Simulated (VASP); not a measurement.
## Os: single point with r2SCAN+U

Os:

```
Os
1.0
     0.00000    1.92204    1.92204
     1.92204    0.00000    1.92204
     1.92204    1.92204    0.00000
Os
1
Direct
  0.00000 0.00000 0.00000
```

```yaml
Program: VASP 6.6.1
Task: single point
Functional: r2SCAN
Potentials_or_basis: VASP PAW PBE potentials, release 64 (Os)
Cutoff: 520 eV
k_mesh: 3 × 3 × 3
Occupations: gaussian, width 0.12 eV
Spin: no spin polarisation
Hubbard_terms: Os d U = 4.2 eV
```

The pressure is 22.6 GPa and the band gap on the k mesh is zero (band 4 reaches 8.58 eV, above the bottom of band 5 at 6.81 eV).

Levels at points of the mesh, in eV from the Fermi level:
| k point | band 1 | band 2 | band 3 | band 4 | band 5 | band 6 | band 7 | band 8 |
| --- | --- | --- | --- | --- | --- | --- | --- | --- |
| (0.00, 0.00, 0.00) | -10.88 | -2.40 | -2.40 | -2.40 | -1.81 | -1.81 | 15.07 | 21.27 |

Eigenvalues of the final occupation matrices:
| site | spin | trace | eigenvalues |
| --- | --- | --- | --- |
| site 1 d | 1 | 3.27 | 0.45 0.45 0.45 0.97 0.97 |
| site 1 d | 2 | 3.27 | 0.45 0.45 0.45 0.97 0.97 |

It took 20 s on 1 thread of AMD EPYC 7R13 (shared host), peak memory 0.1 GiB.

Caveat: the k points lie up to 0.94 Å⁻¹ apart; the PAW data sets were made with another functional, which shifts forces and pressure a little; spin-orbit coupling is left out, which moves the levels of the heavy elements; U without spin polarisation on a metal has little footing; the U is typed as a test and isn't derived for this compound.
